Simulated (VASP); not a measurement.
## GaN (series): single point with PBE

GaN (series):

```
CELL_PARAMETERS angstrom
0.00000 2.25350 2.25350
2.25350 0.00000 2.25350
2.25350 2.25350 0.00000
ATOMIC_POSITIONS crystal
Ga 0.00000 0.00000 0.00000
N 0.75000 0.75000 0.75000
```

```yaml
Program: VASP 6.6.1
Task: single point
Functional: PBE
Potentials_or_basis: VASP PAW PBE potentials, release 64 (Ga_d, N)
Cutoff: 600 eV
k_mesh: 18 × 18 × 18
Occupations: gaussian, width 0.02 eV
Spin: no spin polarisation
```

- Pressure: 4.9 GPa
- Band gap on the k mesh: 1.72 eV, direct

Levels at points of the mesh, in eV from the valence-band top:
```tsv
k point	band 5	band 6	band 7	band 8	band 9	band 10	band 11	band 12	band 13	band 14
(0.00, 0.00, 0.00)	-13.12	-13.12	0.00	0.00	0.00	1.72	10.30	10.30	10.30	17.61
(0.50, 0.00, 0.00)	-13.08	-11.88	-7.04	-0.97	-0.97	4.64	8.73	10.37	10.37	15.63
(0.50, 0.50, 0.00)	-13.05	-11.45	-6.12	-2.70	-2.70	3.35	6.66	11.71	13.96	13.96
```

It took 50 s on 1 thread of Intel(R) Xeon(R) Platinum 8559C (Emerald Rapids), with other jobs on the host, peak memory 0.22 GiB.

A k mesh can miss the band edges.
